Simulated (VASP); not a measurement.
Runs of VASP 6.6.1 on Se. The structure is that of space group Im-3m (No. 229), or close to it. The cells are those of the table. 

| cell | gap on the mesh (eV) | pressure (GPa) |
| --- | --- | --- |
| a = 2.828 Å, angles 110.2, 110.2, 108.1°, 1 atom | none | 11.3 |
| a = 2.852 Å, angles 108.8, 108.8, 110.9°, 1 atom | none | 8.0 |
| a = 3.098 Å, angles 109.5°, 1 atom | none | -9.9 |
| a = 2.853 Å, angles 110.9, 110.9, 106.7°, 1 atom | none | 8.0 |
| a = 2.803 Å, angles 109.5°, 1 atom | none | (a) |
| a = 2.902 Å, angles 108.1, 108.1, 112.2°, 1 atom | none | (b) |
| a = 3.050 Å, angles 108.2, 108.2, 112.1°, 1 atom | none | -7.9 |
| a = 3.000 Å, angles 110.8, 110.8, 106.8°, 1 atom | none | -5.3 |

Alike in all rows: task single point; level PBEsol; potentials or basis VASP PAW PBE potentials, release 64 (Se); no spin polarisation; k mesh 20 × 20 × 20; cutoff (eV) 520; smearing gaussian 0.15 eV.

Question: Fill in the values left out.

Answer: (a) 15.0; (b) 2.5.

Caveats: the PAW data sets were made with another functional, which shifts forces and pressure a little; the cell stands under pressure (at least some runs); the cell stands under tension (at least some runs).

A k mesh can miss the band edges, and the runs leave out spin-orbit coupling on Se.

A gap of «none» marks levels without a gap at the run's occupations.
